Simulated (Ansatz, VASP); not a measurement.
# Rh in VASP and in Ansatz

```
Rh
1.0
     0.00000    1.87731    1.87731
     1.87731    0.00000    1.87731
     1.87731    1.87731    0.00000
Rh
1
Direct
  0.00000 0.00000 0.00000
```

Alike in both runs: functional LDA; k mesh 24 × 24 × 24; occupations fermi-dirac, width 0.08 eV; no spin polarisation.

Ansatz relaxed the structure, and its values are those at the end. VASP's run is a single point on that final structure, the one shown.

|  | VASP | Ansatz |
| --- | --- | --- |
| version | VASP 6.6.1 | Ansatz 0.2.0 |
| potentials or method | VASP PAW LDA potentials, release 64 (Rh_pv) | PAW with Ansatz's default frozen-core files, scalar-relativistic |
| plane-wave cutoff (eV) | 520 | 420 |
| valence electrons in the cell | 15 | 17 |

|  | VASP | Ansatz | Ansatz less VASP |
| --- | --- | --- | --- |
| pressure (GPa) | 0.9 | 0.0 | -0.92 |

LDA's correlation is that of Perdew and Zunger in VASP and of Perdew and Wang (1992) in Ansatz. VASP's potentials hold 15 valence electrons a cell and Ansatz's 17, so a difference there can come from the potentials and not from the codes.
